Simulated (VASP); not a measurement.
A run of VASP 6.6.1 is set up as follows.

File INCAR:

```
SYSTEM = Si3Ge2
ALGO     = Normal         ! electronic algorithm
EDIFF    = 1E-7           ! SCF threshold, eV
ENCUT    = 520            ! plane-wave cutoff, eV
GGA      = PE             ! functional
ISIF     = 2              ! what is computed and relaxed
ISMEAR   = 0              ! smearing method
LASPH    = .True.         ! aspherical terms in the spheres
LCHARG   = .False.        ! write CHGCAR
LREAL    = .False.        ! projectors in reciprocal space
LWAVE    = .False.        ! write WAVECAR
NBANDS   = 28             ! bands
NELM     = 100            ! most SCF steps
PREC     = Accurate       ! precision mode
SIGMA    = 0.1            ! smearing width, eV
```

Contents of KPOINTS:

```
k-points
0
Gamma
  8 8 8
  0 0 0
```

POSCAR

```
Si3Ge2
1.0
   -1.4382955600      1.4382955600     10.1702854600
    1.4382955600     -1.4382955600     10.1702854600
    1.4382955600      1.4382955600    -10.1702854600
Si Ge
3 2
Direct
    0.4000000000      0.4000000000      0.0000000000
    0.0000000000      0.0000000000      0.0000000000
    0.6000000000      0.6000000000      0.0000000000
    0.8000000000      0.8000000000      0.0000000000
    0.2000000000      0.2000000000      0.0000000000
```

Potentials or basis: VASP PAW PBE potentials, release 64 (Si, Ge_d).

The run is started by

```bash
$ cat potpaw_PBE.64/Si/POTCAR potpaw_PBE.64/Ge_d/POTCAR > POTCAR
$ mpirun -np 1 vasp_std > vasp.out
```

Problem. What does it give for the band gap on the k mesh?

Solution. Zero (bands 20 and 21 overlap by 6.36 eV).

Problem. What does it give for the largest force?

Solution. 0.607 eV/Å.

Forces in eV/Å, atoms in the order of the input:
```
Si   0.000  0.000  0.607
Si   0.000  0.000  0.000
Si   0.000  0.000 -0.607
Ge   0.000  0.000  0.585
Ge   0.000  0.000 -0.585
```
